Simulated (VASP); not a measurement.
Write the native input for VASP 6.6.1 that does the following.

```yaml
Task: single point
Functional: LDA
Potentials_or_basis: VASP PAW LDA potentials, release 64 (Pt, B)
Cutoff: 420 eV
k_mesh: 3 × 3 × 3
Occupations: methfessel-paxton, width 0.1 eV
Spin: no spin polarisation
Dipole_correction: no
Further_INCAR_settings: ALGO = Normal; EDIFF = 1e-06; NBANDS = 96
```

The structure of BPt16 (a cell with a defect) lies in POSCAR:

```
BPt16
1.0
   -3.9695467000      3.9695467000      3.9695467000
    3.9695467000     -3.9695467000      3.9695467000
    3.9695467000      3.9695467000     -3.9695467000
Pt B
16 1
Direct
    0.0000588300     -0.0001226000     -0.0003359500
    0.0000218700      0.2498974900      0.7496546700
    0.0000276700      0.4998723600      0.4996189400
    0.0000884400      0.7498846000      0.2496798600
    0.2499764400     -0.0001171200      0.7496577100
    0.2381340300      0.2379953600      0.4996425400
    0.2382286500      0.4999414800      0.2377458900
    0.2501251500      0.7499656300     -0.0003011800
    0.5000584500     -0.0000283400      0.4996502500
    0.5000864900      0.2380522700      0.2377289700
    0.5001040500      0.4999826900     -0.0003635200
    0.5000345100      0.7618380700      0.7615058800
    0.7500424000     -0.0000728200      0.2496263700
    0.7501185000      0.2499425100     -0.0003206900
    0.7619521600      0.4999224800      0.7615442100
    0.7618997000      0.7618315500      0.4996283900
    0.5000432100      0.4998083300      0.4997325400
```

These files were run (other wordings do the same):

INCAR

```
PREC = Accurate
ENCUT = 420
EDIFF = 1E-6
ISMEAR = 1
SIGMA = 0.1
LREAL = False
LASPH = True
NELM = 120
ALGO = Normal
ISIF = 2
LWAVE = False
LCHARG = True
LELF = True
LVHAR = True
NBANDS = 96
GGA_COMPAT = False
```

KPOINTS

```
regular mesh
0
Gamma
  3 3 3
```

Potentials or basis: VASP PAW LDA potentials, release 64 (Pt, B).

Command:

```console
$ cat potpaw_LDA.64/Pt/POTCAR potpaw_LDA.64/B/POTCAR > POTCAR
$ mpirun -np 1 vasp_std > vasp.out
```

Results of the run:

| Item | Value |
| --- | --- |
| Pressure | -4.8 GPa |
| Largest force | 0.092 eV/Å |
| Band gap on the k mesh | zero (an odd number of electrons rules out a gap without spin polarisation) |

Caveat: the k points lie up to 0.37 Å⁻¹ apart, too coarse for converged energies and pressures of a metal; spin-orbit coupling is left out, which moves the levels of the heavy elements.

Run time: 8.4 min on 1 thread of Oxide Virtual Turin-like Processor, on a shared host, peak memory 0.32 GiB.
